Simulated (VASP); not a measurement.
# Sc5Te (P-6m2) in VASP: single point with PBE

Aim: the single point of Sc5Te with PBE.

All numbers are computed with VASP 6.6.1; they aren't measurements. Logs are shortened: lines on timing, memory, paths and dates and some standing lists are left out, and cuts for length are marked.

### Step 1. The cell of the first run

Symmetry: P-6m2, No. 187, hexagonal system. Conventional cell: a = 3.453 Å, b = 3.453 Å, c = 16.378 Å, α = 90.00°, β = 90.00°, γ = 120.00°. Sc (site symmetry 3m) has 3 Te at 3.12 Å and 9 Sc at 3.45 to 3.52 Å within 4.1 Å. Sc (site symmetry 3m) has 12 Sc at 3.45 to 3.52 Å within 4.5 Å. Sc (site symmetry -6m2) has 12 Sc at 3.45 to 3.51 Å within 4.5 Å. Within 4.1 Å of Te (site symmetry -6m2) lie 6 Sc at 3.12 Å and 6 Te at 3.45 Å.

The cell was generated, and may not be a known phase.

### Step 2. Single point, PBE

Contents of INCAR:

```
SYSTEM = Sc5Te
PREC     = Accurate       ! precision mode
ENCUT    = 520            ! plane-wave cutoff, eV
EDIFF    = 1E-6           ! SCF threshold, eV
ISMEAR   = 0              ! smearing method
SIGMA    = 0.1            ! smearing width, eV
LREAL    = .FALSE.        ! projectors in reciprocal space
LASPH    = .TRUE.         ! aspherical terms in the spheres
NELM     = 100            ! most SCF steps
ALGO     = Fast           ! electronic algorithm
ISIF     = 2              ! what is computed and relaxed
LWAVE    = .FALSE.        ! write WAVECAR
LCHARG   = .TRUE.         ! write CHGCAR
GGA      = PE             ! functional
LELF     = .TRUE.         ! ELF
LVHAR    = .TRUE.       
NBANDS   = 40             ! bands
```

Contents of KPOINTS:

```
regular mesh
0
G
  6 6 1
  0 0 0
```

Contents of POSCAR:

```
Sc5Te
1.0
    3.4529837900      0.0000000000      0.0000000000
   -1.7264919000      2.9903716900      0.0000000000
    0.0000000000      0.0000000000     16.3780761800
Sc Te
5 1
Direct
    0.6666666700      0.3333333300      0.8533704300
    0.0000000000      0.0000000000      0.6760535800
    0.6666666700      0.3333333300      0.5000000000
    0.0000000000      0.0000000000      0.3239464200
    0.6666666700      0.3333333300      0.1466295700
    0.0000000000      0.0000000000      0.0000000000
```

Potentials or basis: VASP PAW PBE potentials, release 64 (Sc_sv, Te).

The run is started by

```console
cat potpaw_PBE.64/Sc_sv/POTCAR potpaw_PBE.64/Te/POTCAR > POTCAR
mpirun -np 1 vasp_std > vasp.out
```

OUTCAR:

```text
SYSTEM = Sc5Te
   PREC = Accurate
   ENCUT = 520
   EDIFF = 1E-6
   ISMEAR = 0
   LREAL = .FALSE.
   LASPH = .TRUE.
   NELM = 100
   ISIF = 2
   GGA = PE

 ion  position               nearest neighbor table
   1  0.667  0.333  0.853-   6 3.12   6 3.12   6 3.12
   2  0.000  0.000  0.676-
   3  0.667  0.333  0.500-
   4  0.000  0.000  0.324-
   5  0.667  0.333  0.147-   6 3.12   6 3.12   6 3.12
   6  0.000  0.000  0.000-   1 3.12   5 3.12   1 3.12   5 3.12   1 3.12   5 3.12

  LATTYP: Found a hexagonal cell.
 ALAT       =     3.4529837900
 C/A-ratio  =     4.7431662516

  Lattice vectors:

 A1 = (   3.4529837900,   0.0000000000,   0.0000000000)
 A2 = (  -1.7264919000,   2.9903716900,   0.0000000000)
 A3 = (   0.0000000000,   0.0000000000,  16.3780761800)

Analysis of symmetry for initial positions (statically):
=====================================================================
 Subroutine PRICEL returns:
 Original cell was already a primitive cell.

 Routine SETGRP: Setting up the symmetry group for a
 hexagonal supercell.

 Subroutine GETGRP returns: Found 12 space group operations
 (whereof 12 operations were pure point group operations)
 out of a pool of 24 trial point group operations.

The static configuration has the point symmetry D_3h.

Analysis of symmetry for dynamics (positions and initial velocities):
=====================================================================
 Subroutine PRICEL returns:
 Original cell was already a primitive cell.

 Routine SETGRP: Setting up the symmetry group for a
 hexagonal supercell.

 Subroutine GETGRP returns: Found 12 space group operations
 (whereof 12 operations were pure point group operations)
 out of a pool of 24 trial point group operations.

The dynamic configuration has the point symmetry D_3h.

 Subroutine INISYM returns: Found 12 space group operations
 (whereof 12 operations are pure point group operations),
 and found     1 'primitive' translations

----------------------------------------------------------------------------------------

                                     Primitive cell

  volume of cell :     169.1152

  direct lattice vectors                    reciprocal lattice vectors
     3.452983790  0.000000000  0.000000000     0.289604603  0.167203296  0.000000000
    -1.726491900  2.990371690  0.000000000     0.000000000  0.334406590  0.000000000
     0.000000000  0.000000000 16.378076180     0.000000000  0.000000000  0.061057232

  length of vectors
     3.452983790  3.452983800 16.378076180     0.334406591  0.334406590  0.061057232

  position of ions in fractional coordinates (direct lattice)
     0.666666670  0.333333330  0.853370430
     0.000000000  0.000000000  0.676053580
     0.666666670  0.333333330  0.500000000
     0.000000000  0.000000000  0.323946420
     0.666666670  0.333333330  0.146629570
     0.000000000  0.000000000  0.000000000

  ion indices of the primitive-cell ions
   primitive index   ion index
                 1           1
                 2           2
                 3           3
                 4           4
                 5           5
                 6           6

----------------------------------------------------------------------------------------

 KPOINTS: regular mesh

Automatic generation of k-mesh.
 Grid dimensions read from file:
 generate k-points for:    6    6    1

 Generating k-lattice:

  Cartesian coordinates                     Fractional coordinates (reciprocal lattice)
     0.048267434  0.027867216  0.000000000     0.166666667 -0.000000000  0.000000000
     0.000000000  0.055734432  0.000000000     0.000000000  0.166666667  0.000000000
     0.000000000  0.000000000  0.061057232     0.000000000  0.000000000  1.000000000

  Length of vectors
     0.055734432  0.055734432  0.061057232

  Shift w.r.t. Gamma in fractional coordinates (k-lattice)
     0.000000000  0.000000000  0.000000000

 Subroutine IBZKPT returns following result:
 ===========================================

 Found      7 irreducible k-points:

 Following reciprocal coordinates:
            Coordinates               Weight
  0.000000  0.000000  0.000000      1.000000
  0.166667  0.000000  0.000000      6.000000
  0.333333 -0.000000  0.000000      6.000000
  0.500000  0.000000  0.000000      3.000000
  0.166667  0.166667  0.000000      6.000000
  0.333333  0.166667  0.000000     12.000000
  0.333333  0.333333  0.000000      2.000000
   k-points           NKPTS =      7   k-points in BZ     NKDIM =      7   number of bands    NBANDS=     40
   number of dos      NEDOS =    301   number of ions     NIONS =      6
   total plane-waves  NPLWV =  98784
   dimension x,y,z NGX =    28 NGY =   28 NGZ =  126
   dimension x,y,z NGXF=    56 NGYF=   56 NGZF=  252
   ions per type =               5   1
   NGX,Y,Z   is equivalent  to a cutoff of  13.48, 13.48, 12.79 a.u.
   NGXF,Y,Z  is equivalent  to a cutoff of  26.96, 26.96, 25.58 a.u.
 SYSTEM =  Sc5Te
   PREC   = accura    normal or accurate (medium, high low for compatibility)
   ISTART =      0    job   : 0-new  1-cont  2-samecut
   ICHARG =      2    charge: 1-file 2-atom 10-const
   ISPIN  =      1    spin polarized calculation?
   LNONCOLLINEAR =      F non collinear calculations
   LSORBIT =      F    spin-orbit coupling
   LASPH  =      T    aspherical Exc in radial PAW
   ENCUT  =  520.0 eV  38.22 Ry    6.18 a.u.   6.42  6.42 30.45*2*pi/ulx,y,z
   NELM   =    100;   NELMIN=  2; NELMDL= -5     # of ELM steps
   EDIFF  = 0.1E-05   stopping-criterion for ELM
   LREAL  =      F    real-space projection
   EDIFFG = 0.1E-04   stopping-criterion for IOM
   NSW    =      0    number of steps for IOM
   IBRION =     -1    ionic relax: 0-MD 1-quasi-New 2-CG
   NFREE  =      0    steps in history (QN), initial steepest desc. (CG)
   ISIF   =      2    stress and relaxation
   ISYM   =      2    0-nonsym 1-usesym 2-fastsym
   POTIM  = 0.5000    time-step for ionic-motion
   TEBEG  =    0.0;   TEEND  =   0.0 temperature during run
   PSTRESS=    0.0 pullay stress
   NELECT =      61.0000    total number of electrons
   NUPDOWN=      -1.0000    fix difference up-down
   EMIN   =  10.00;   EMAX   =-10.00  energy-range for DOS
   EFERMI =   0.00;   METHOD = LEGACY
   ISMEAR =     0;   SIGMA  =   0.10  broadening in eV -4-tet -1-fermi 0-gaus
   EFERMI_NEDOS =   21; number of points for ismear=-14 and -15
   IALGO  =     68    algorithm
   IMIX   =      4    mixing-type and parameters
     AMIX     =   0.40;   BMIX     =  1.00
     AMIX_MAG =   1.60;   BMIX_MAG =  1.00
  volume/ion in A,a.u.               =      28.19       190.21
  Fermi-wavevector in a.u.,A,eV,Ry     =   1.165352  2.202197 18.477338  1.358046
  Thomas-Fermi vector in A             =   2.301879
   LORBIT       =      0    0 simple, 1 ext, 2 COOP (PROOUT), +10 PAW based schemes
   GGA     = PE    functional components
   LHFCALC =     F    Hartree Fock is set to
   AEXX    =    0.0000 exact exchange contribution
   IVDW    =     0    specifies the selected vdW correction
   LEPSILON=     F    determine dielectric tensor
   LRPA    =     F    only Hartree local field effects (RPA)
 non-spin polarized calculation
 RMM-DIIS sequential band-by-band and
 Gauss-broadening in eV      SIGMA  =   0.10
  energy-cutoff  :      520.00
  volume of cell :      169.12
 maximum number of plane-waves:      4587
 NGX is ok and might be reduce to    28
   NGX = 13   NGY = 13   NGZ = 61

 number of electron      60.9999996 magnetization

 Free energy of the ion-electron system (eV)
  ---------------------------------------------------
  ext. energy  EPLUGINS =         0.00000000
  ---------------------------------------------------
  free energy    TOTEN  =       -35.11027445 eV

  energy without entropy =      -35.04927581  energy(sigma->0) =      -35.07977513

 E-fermi :   3.9312     XC(G=0):  -9.4576

 val. band max:        3.9060282185   @ k =   0.3333   0.1667   0.0000
 cond. band min:       3.9468860971   @ k =   0.3333  -0.0000   0.0000
 fundamental gap:      0.0408578786
 Fermi energy:         3.9311947892

 k-point     1 :       0.0000    0.0000    0.0000
  band No.  band energies     occupation
      1     -46.0615      2.00000
      2     -46.0615      2.00000
      3     -46.0278      2.00000
      4     -46.0076      2.00000
      5     -46.0045      2.00000
      6     -24.7471      2.00000
[... 32 lines left out ...]
     39       5.4110      0.00000
     40       5.5355      0.00000

 k-point     2 :       0.1667    0.0000    0.0000
  band No.  band energies     occupation
      1     -46.0567      2.00000
      2     -46.0566      2.00000
      3     -46.0226      2.00000
      4     -46.0032      2.00000
      5     -46.0006      2.00000
      6     -24.7361      2.00000
[... 32 lines left out ...]
     39       5.5700      0.00000
     40       5.6574      0.00000

 k-point     3 :       0.3333   -0.0000    0.0000
  band No.  band energies     occupation
      1     -46.0470      2.00000
      2     -46.0469      2.00000
      3     -46.0121      2.00000
      4     -45.9942      2.00000
      5     -45.9930      2.00000
      6     -24.7197      2.00000
[... 32 lines left out ...]
     39       5.5432      0.00000
     40       5.6081      0.00000

 k-point     4 :       0.5000    0.0000    0.0000
  band No.  band energies     occupation
      1     -46.0422      2.00000
      2     -46.0421      2.00000
      3     -46.0067      2.00000
      4     -45.9897      2.00000
      5     -45.9893      2.00000
      6     -24.7393      2.00000
[... 32 lines left out ...]
     39       5.5991      0.00000
     40       5.8147      0.00000

 k-point     5 :       0.1667    0.1667    0.0000
  band No.  band energies     occupation
      1     -46.0494      2.00000
      2     -46.0494      2.00000
      3     -46.0147      2.00000
      4     -45.9965      2.00000
      5     -45.9949      2.00000
      6     -24.7227      2.00000
[... 32 lines left out ...]
     39       5.4203      0.00000
     40       5.5825      0.00000

 k-point     6 :       0.3333    0.1667    0.0000
  band No.  band energies     occupation
      1     -46.0422      2.00000
      2     -46.0421      2.00000
      3     -46.0067      2.00000
      4     -45.9897      2.00000
      5     -45.9893      2.00000
      6     -24.7181      2.00000
[... 32 lines left out ...]
     39       5.4706      0.00000
     40       5.5561      0.00000

 k-point     7 :       0.3333    0.3333    0.0000
  band No.  band energies     occupation
      1     -46.0397      2.00000
      2     -46.0397      2.00000
      3     -46.0040      2.00000
      4     -45.9875      2.00000
      5     -45.9875      2.00000
      6     -24.7041      2.00000
[... 32 lines left out ...]
     39       5.4065      0.00000
     40       5.5773      0.00000

------------------------ aborting loop because EDIFF is reached ----------------------------------------

  FORCE on cell =-STRESS in cart. coord.  units (eV):
  Direction    XX          YY          ZZ          XY          YZ          ZX
  --------------------------------------------------------------------------------------
  -------------------------------------------------------------------------------------
  Total       -2.7913173     -2.7913173    -11.5764980      0.0000000      0.0000000      0.0000000
  in kB      -26.4446114    -26.4446116   -109.6743793      0.0000000      0.0000000      0.0000000
  external PRESSURE =     -54.1878674 kB  Pullay stress =       0.0000000 kB

 VOLUME and BASIS-vectors are now :
 -----------------------------------------------------------------------------
  energy-cutoff  :      520.00
  volume of cell :      169.12
      direct lattice vectors                 reciprocal lattice vectors
     3.452983790  0.000000000  0.000000000     0.289604603  0.167203296  0.000000000
    -1.726491900  2.990371690  0.000000000     0.000000000  0.334406590  0.000000000
     0.000000000  0.000000000 16.378076180     0.000000000  0.000000000  0.061057232

 POSITION                                       TOTAL-FORCE (eV/Angst)
 -----------------------------------------------------------------------------------
      1.72649      0.99679     13.97657        -0.000000     -0.000000     -0.030913
      0.00000      0.00000     11.07246         0.000000      0.000000      0.070116
      1.72649      0.99679      8.18904        -0.000000      0.000000      0.000000
      0.00000      0.00000      5.30562         0.000000      0.000000     -0.070116
      1.72649      0.99679      2.40151         0.000000      0.000000      0.030913
      0.00000      0.00000      0.00000         0.000000      0.000000      0.000000
 -----------------------------------------------------------------------------------
    total drift:                               -0.000059      0.000034      0.000000

  FREE ENERGIE OF THE ION-ELECTRON SYSTEM (eV)
  ---------------------------------------------------
  free  energy   TOTEN  =       -35.1102744538 eV

  energy  without entropy=      -35.0492758050  energy(sigma->0) =      -35.07977513
```

Run time: 91 s. Hardware: 1 thread of Intel Xeon Platinum 8488C (Sapphire Rapids), shared host; peak memory 0.31 GiB.

What came out:

* Free energy: -35.1103 eV
* Pressure: -5.4 GPa
* Largest force: 0.070 eV/Å
* Band gap on the k mesh: zero (an odd number of electrons rules out a gap without spin polarisation)

Forces in eV/Å, atoms in the order of the input:
```
Sc   0.000  0.000 -0.031
Sc   0.000  0.000  0.070
Sc   0.000  0.000  0.000
Sc   0.000  0.000 -0.070
Sc   0.000  0.000  0.031
Te   0.000  0.000  0.000
```

Caveat: the k points lie up to 0.38 Å⁻¹ apart, too coarse for converged energies and pressures of a metal; spin-orbit coupling is left out, which moves the levels of the heavy elements.

The gap in the log of VASP goes by the Fermi energy; the results here count the filled bands.